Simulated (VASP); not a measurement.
A run of VASP 6.6.1 is set up as follows.

Contents of INCAR:

```
PREC = Accurate ; ENCUT = 520
EDIFF = 1E-7 ; ISMEAR = -1
SIGMA = 0.05 ; LREAL = F
LASPH = T ; NELM = 100
ALGO = Fast ; ISIF = 2
LWAVE = F ; LCHARG = T
GGA = PE ; LELF = T
LVHAR = T ; NBANDS = 28
```

The input KPOINTS:

```
regular mesh
0
Gamma
  5 5 5
```

File POSCAR:

```
Ba
1.0
   -4.1585544509      4.1585544509      3.8621804629
    4.1585544509     -4.1585544509      3.8621804629
    4.1585544509      4.1585544509     -3.8621804629
Ba
4
Direct
    0.6818578900      0.1818578900      0.8637157800
    0.3181421100      0.8181421100      0.1362842200
    0.1818578900      0.3181421100      0.5000000000
    0.8181421100      0.6818578900      0.5000000000
```

Potentials or basis: VASP PAW PBE potentials, release 64 (Ba_sv).

The run is started by

```bash
$ cat potpaw_PBE.64/Ba_sv/POTCAR > POTCAR
$ mpirun -np 1 vasp_std > vasp.out
```

(1) Estimate the largest force.

(2) Predict the pressure.

(3) What does it give for the band gap on the k mesh?

Results:

(1) 0.117 eV/Å.

(2) -0.2 GPa.

(3) zero (band 20 reaches 1.60 eV, above the bottom of band 21 at 1.37 eV).

Caveat: spin-orbit coupling is left out, which moves the levels of the heavy elements.
